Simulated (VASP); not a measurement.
# Al2Cu (k07) (P4/mmm) in VASP: relaxation of cell and atoms with LDA

Aim: the relaxation of cell and atoms of Al2Cu (k07) with LDA.

All numbers are computed with VASP 6.6.1; they aren't measurements. Logs are shortened: lines on timing, memory, paths and dates and some standing lists are left out, and cuts for length are marked.

## (1) The cell of the first run

It takes space group P4/mmm (No. 123, tetragonal). The conventional cell has a = 4.105 Å, b = 4.105 Å, c = 2.891 Å, α = 90.00°, β = 90.00°, γ = 90.00°. Al (site symmetry mmm) has 4 Cu at 2.51 Å and 6 Al at 2.89 to 2.90 Å within 3.3 Å. Cu (site symmetry 4/mmm) has 8 Al at 2.51 Å and 2 Cu at 2.89 Å within 3.3 Å.

## (2) Relaxation of cell and atoms, LDA

Input file INCAR:

```
PREC = Accurate
ENCUT = 600
EDIFF = 1E-7
ISMEAR = 0
SIGMA = 0.1
LREAL = False
LASPH = True
NELM = 60
ALGO = Fast
ISIF = 3
LWAVE = False
LCHARG = False
GGA = CA
IBRION = 2
NSW = 100
EDIFFG = -0.002
```

Input file KPOINTS:

```
regular mesh
0
Gamma
  14 14 20
```

Input file POSCAR:

```
Al2Cu
1.0
    4.1051820000      0.0000000000      0.0000000000
    0.0000000000      4.1051820000      0.0000000000
    0.0000000000      0.0000000000      2.8913130000
Al Cu
2 1
Direct
    0.5000000000      0.0000000000      0.5000000000
    0.0000000000      0.5000000000      0.5000000000
    0.0000000000      0.0000000000      0.0000000000
```

Potentials or basis: VASP PAW LDA potentials, release 64 (Al, Cu).

Command:

```bash
cat potpaw_LDA.64/Al/POTCAR potpaw_LDA.64/Cu/POTCAR > POTCAR
mpirun -np 1 vasp_std > vasp.out
```

OUTCAR:

```text
PREC = Accurate
   ENCUT = 600
   EDIFF = 1E-7
   ISMEAR = 0
   LREAL = False
   LASPH = True
   NELM = 60
   ISIF = 3
   GGA = CA
   IBRION = 2
   NSW = 100
   EDIFFG = -0.002

 ion  position               nearest neighbor table
   1  0.500  0.000  0.500-   3 2.51   3 2.51   3 2.51   3 2.51   2 2.90   2 2.90   2 2.90   2 2.90

   2  0.000  0.500  0.500-   3 2.51   3 2.51   3 2.51   3 2.51   1 2.90   1 2.90   1 2.90   1 2.90

   3  0.000  0.000  0.000-   1 2.51   2 2.51   1 2.51   2 2.51   2 2.51   2 2.51   1 2.51   1 2.51

  LATTYP: Found a simple tetragonal cell.
 ALAT       =     4.1051820000
 C/A-ratio  =     0.7043081159

  Lattice vectors:

 A1 = (   4.1051820000,   0.0000000000,   0.0000000000)
 A2 = (   0.0000000000,   4.1051820000,   0.0000000000)
 A3 = (   0.0000000000,   0.0000000000,   2.8913130000)

Analysis of symmetry for initial positions (statically):
=====================================================================
 Subroutine PRICEL returns:
 Original cell was already a primitive cell.

 Routine SETGRP: Setting up the symmetry group for a
 simple tetragonal supercell.

 Subroutine GETGRP returns: Found 16 space group operations
 (whereof 16 operations were pure point group operations)
 out of a pool of 16 trial point group operations.

The static configuration has the point symmetry D_4h.

Analysis of symmetry for dynamics (positions and initial velocities):
=====================================================================
 Subroutine PRICEL returns:
 Original cell was already a primitive cell.

 Routine SETGRP: Setting up the symmetry group for a
 simple tetragonal supercell.

 Subroutine GETGRP returns: Found 16 space group operations
 (whereof 16 operations were pure point group operations)
 out of a pool of 16 trial point group operations.

The dynamic configuration has the point symmetry D_4h.

 Subroutine INISYM returns: Found 16 space group operations
 (whereof 16 operations are pure point group operations),
 and found     1 'primitive' translations

----------------------------------------------------------------------------------------

                                     Primitive cell

  volume of cell :      48.7259

  direct lattice vectors                    reciprocal lattice vectors
     4.105182000  0.000000000  0.000000000     0.243594559  0.000000000  0.000000000
     0.000000000  4.105182000  0.000000000     0.000000000  0.243594559  0.000000000
     0.000000000  0.000000000  2.891313000     0.000000000  0.000000000  0.345863627

  length of vectors
     4.105182000  4.105182000  2.891313000     0.243594559  0.243594559  0.345863627

  position of ions in fractional coordinates (direct lattice)
     0.500000000  0.000000000  0.500000000
     0.000000000  0.500000000  0.500000000
     0.000000000  0.000000000  0.000000000

  ion indices of the primitive-cell ions
   primitive index   ion index
                 1           1
                 2           2
                 3           3

----------------------------------------------------------------------------------------

 KPOINTS: regular mesh

Automatic generation of k-mesh.
 Grid dimensions read from file:
 generate k-points for:   14   14   20

 Generating k-lattice:

  Cartesian coordinates                     Fractional coordinates (reciprocal lattice)
     0.017399611  0.000000000  0.000000000     0.071428571  0.000000000  0.000000000
     0.000000000  0.017399611  0.000000000     0.000000000  0.071428571  0.000000000
     0.000000000  0.000000000  0.017293181     0.000000000  0.000000000  0.050000000

  Length of vectors
     0.017399611  0.017399611  0.017293181

  Shift w.r.t. Gamma in fractional coordinates (k-lattice)
     0.000000000  0.000000000  0.000000000

 Subroutine IBZKPT returns following result:
 ===========================================

 Found    396 irreducible k-points:

 Following reciprocal coordinates:
            Coordinates               Weight
  0.000000  0.000000  0.000000      1.000000
  0.071429  0.000000  0.000000      4.000000
  0.142857  0.000000  0.000000      4.000000
  0.214286  0.000000  0.000000      4.000000
  0.285714  0.000000  0.000000      4.000000
  0.357143  0.000000  0.000000      4.000000
[... 16 lines left out ...]
  0.285714  0.214286  0.000000      8.000000
  0.357143  0.214286  0.000000      8.000000
 [... further k-points ...]
   k-points           NKPTS =    396   k-points in BZ     NKDIM =    396   number of bands    NBANDS=     12
   number of dos      NEDOS =    301   number of ions     NIONS =      3
   total plane-waves  NPLWV =  31104
   dimension x,y,z NGX =    36 NGY =   36 NGZ =   24
   dimension x,y,z NGXF=    72 NGYF=   72 NGZF=   48
   ions per type =               2   1
   NGX,Y,Z   is equivalent  to a cutoff of  14.58, 14.58, 13.80 a.u.
   NGXF,Y,Z  is equivalent  to a cutoff of  29.16, 29.16, 27.60 a.u.
 SYSTEM =  unknown system
   PREC   = accura    normal or accurate (medium, high low for compatibility)
   ISTART =      0    job   : 0-new  1-cont  2-samecut
   ICHARG =      2    charge: 1-file 2-atom 10-const
   ISPIN  =      1    spin polarized calculation?
   LNONCOLLINEAR =      F non collinear calculations
   LSORBIT =      F    spin-orbit coupling
   LASPH  =      T    aspherical Exc in radial PAW
   ENCUT  =  600.0 eV  44.10 Ry    6.64 a.u.   8.20  8.20  5.77*2*pi/ulx,y,z
   NELM   =     60;   NELMIN=  2; NELMDL= -5     # of ELM steps
   EDIFF  = 0.1E-06   stopping-criterion for ELM
   LREAL  =      F    real-space projection
   EDIFFG = -.2E-02   stopping-criterion for IOM
   NSW    =    100    number of steps for IOM
   IBRION =      2    ionic relax: 0-MD 1-quasi-New 2-CG
   NFREE  =      1    steps in history (QN), initial steepest desc. (CG)
   ISIF   =      3    stress and relaxation
   ISYM   =      2    0-nonsym 1-usesym 2-fastsym
   POTIM  = 0.5000    time-step for ionic-motion
   TEBEG  =    0.0;   TEEND  =   0.0 temperature during run
   PSTRESS=    0.0 pullay stress
   NELECT =      17.0000    total number of electrons
   NUPDOWN=      -1.0000    fix difference up-down
   EMIN   =  10.00;   EMAX   =-10.00  energy-range for DOS
   EFERMI =   0.00;   METHOD = LEGACY
   ISMEAR =     0;   SIGMA  =   0.10  broadening in eV -4-tet -1-fermi 0-gaus
   EFERMI_NEDOS =   21; number of points for ismear=-14 and -15
   IALGO  =     68    algorithm
   IMIX   =      4    mixing-type and parameters
     AMIX     =   0.40;   BMIX     =  1.00
     AMIX_MAG =   1.60;   BMIX_MAG =  1.00
  volume/ion in A,a.u.               =      16.24       109.61
  Fermi-wavevector in a.u.,A,eV,Ry     =   1.152492  2.177894 18.071765  1.328237
  Thomas-Fermi vector in A             =   2.289142
   LORBIT       =      0    0 simple, 1 ext, 2 COOP (PROOUT), +10 PAW based schemes
   GGA     = CA    functional components
   LHFCALC =     F    Hartree Fock is set to
   AEXX    =    0.0000 exact exchange contribution
   IVDW    =     0    specifies the selected vdW correction
   LEPSILON=     F    determine dielectric tensor
   LRPA    =     F    only Hartree local field effects (RPA)
 conjugate gradient relaxation of ions
 non-spin polarized calculation
 RMM-DIIS sequential band-by-band and
 Gauss-broadening in eV      SIGMA  =   0.10
  energy-cutoff  :      600.00
  volume of cell :       48.73
 maximum number of plane-waves:      1660
 NGX is ok and might be reduce to    36
   NGX = 17   NGY = 17   NGZ = 11

--------------------------------------- Ionic step        1  -------------------------------------------

 number of electron      16.9999992 magnetization

 Free energy of the ion-electron system (eV)
  ---------------------------------------------------
  ext. energy  EPLUGINS =         0.00000000
  ---------------------------------------------------
  free energy    TOTEN  =       -13.18790363 eV

  energy without entropy =      -13.18309864  energy(sigma->0) =      -13.18550113

------------------------ aborting loop because EDIFF is reached ----------------------------------------

  FORCE on cell =-STRESS in cart. coord.  units (eV):
  Direction    XX          YY          ZZ          XY          YZ          ZX
  --------------------------------------------------------------------------------------
  -------------------------------------------------------------------------------------
  Total       -1.3270718     -1.3270718     -1.8213788      0.0000000      0.0000000      0.0000000
  in kB      -43.6360124    -43.6360124    -59.8895313      0.0000000      0.0000000      0.0000000
  external PRESSURE =     -49.0538520 kB  Pullay stress =       0.0000000 kB
[... 170 lines left out ...]
  energy  without entropy=      -13.2275015390  energy(sigma->0) =      -13.22931783

--------------------------------------- Ionic step        6  -------------------------------------------

 number of electron      16.9999997 magnetization

 Free energy of the ion-electron system (eV)
  ---------------------------------------------------
  ext. energy  EPLUGINS =         0.00000000
  ---------------------------------------------------
  free energy    TOTEN  =       -13.23113923 eV

  energy without entropy =      -13.22749753  energy(sigma->0) =      -13.22931838

 E-fermi :   7.4887     XC(G=0): -10.8056

 val. band max:        7.4599872687   @ k =   0.3571   0.1429   0.3000
 cond. band min:       7.4888596278   @ k =   0.4286   0.1429   0.1000
 fundamental gap:      0.0288723591
 Fermi energy:         7.4887074442

 k-point     1 :       0.0000    0.0000    0.0000
  band No.  band energies     occupation
      1      -3.3702      2.00000
      2       1.7597      2.00000
      3       2.2632      2.00000
      4       2.9779      2.00000
      5       3.2123      2.00000
      6       3.2123      2.00000
      7       4.9571      2.00000
      8       4.9571      2.00000
      9       7.3935      1.82167
     10       8.3140      0.00000
     11      13.6786      0.00000
     12      13.6786      0.00000
[... 331 lines left out ...]
 k-point    24 :       0.3571    0.2143    0.0000
  band No.  band energies     occupation
      1      -1.9420      2.00000
      2       0.6808      2.00000
      3       1.9827      2.00000
      4       2.6109      2.00000
      5       3.0254      2.00000
      6       3.1925      2.00000
      7       3.2061      2.00000
      8       4.0930      2.00000
      9       7.0216      2.00000
     10      11.3656      0.00000
     11      13.5318      0.00000
     12      13.9926      0.00000

 [... further k-points ...]

------------------------ aborting loop because EDIFF is reached ----------------------------------------

  FORCE on cell =-STRESS in cart. coord.  units (eV):
  Direction    XX          YY          ZZ          XY          YZ          ZX
  --------------------------------------------------------------------------------------
  -------------------------------------------------------------------------------------
  Total        0.0036277      0.0036277      0.0010222      0.0000000     -0.0000000      0.0000000
  in kB        0.1257963      0.1257963      0.0354475      0.0000000     -0.0000000      0.0000000
  external PRESSURE =       0.0956800 kB  Pullay stress =       0.0000000 kB
[... 18 lines left out ...]
  FREE ENERGIE OF THE ION-ELECTRON SYSTEM (eV)
  ---------------------------------------------------
  free  energy   TOTEN  =       -13.2311392337 eV

  energy  without entropy=      -13.2274975349  energy(sigma->0) =      -13.22931838

 reached required accuracy - stopping structural energy minimisation
```

Run time: 24 min. Hardware: 1 thread of Oxide Virtual Turin-like, shared host; peak memory 0.39 GiB.

Results:

- Free energy: -13.2311 eV
- Relaxed volume: 15.40 Å³/atom
- Relaxed cell: a = 4.055 Å, b = 4.055 Å, c = 2.810 Å, α = 90.00°, β = 90.00°, γ = 90.00°
- Space group after relaxing (to 0.05 Å): P4/mmm (No. 123)
- Energy gained by relaxing: 14.4 meV/atom
- Ionic steps: 6
- Pressure after relaxing: 0.0 GPa

Step by step:
```csv
step,energy change (eV),largest force (eV/Å),pressure (GPa),volume (Å³)
1,0.0000,0.0000,-4.91,48.73
2,-0.0363,0.0000,2.22,45.30
3,-0.0419,0.0000,0.09,46.18
4,-0.0430,0.0000,0.11,46.19
5,-0.0432,0.0000,0.08,46.20
6,-0.0432,0.0000,0.01,46.20
```

Final structure:
```
Al Cu
1.0
     4.05504    0.00000    0.00000
     0.00000    4.05504    0.00000
     0.00000    0.00000    2.80986
Al Cu
2 1
Direct
  0.50000 0.00000 0.50000
  0.00000 0.50000 0.50000
  0.00000 0.00000 0.00000
```
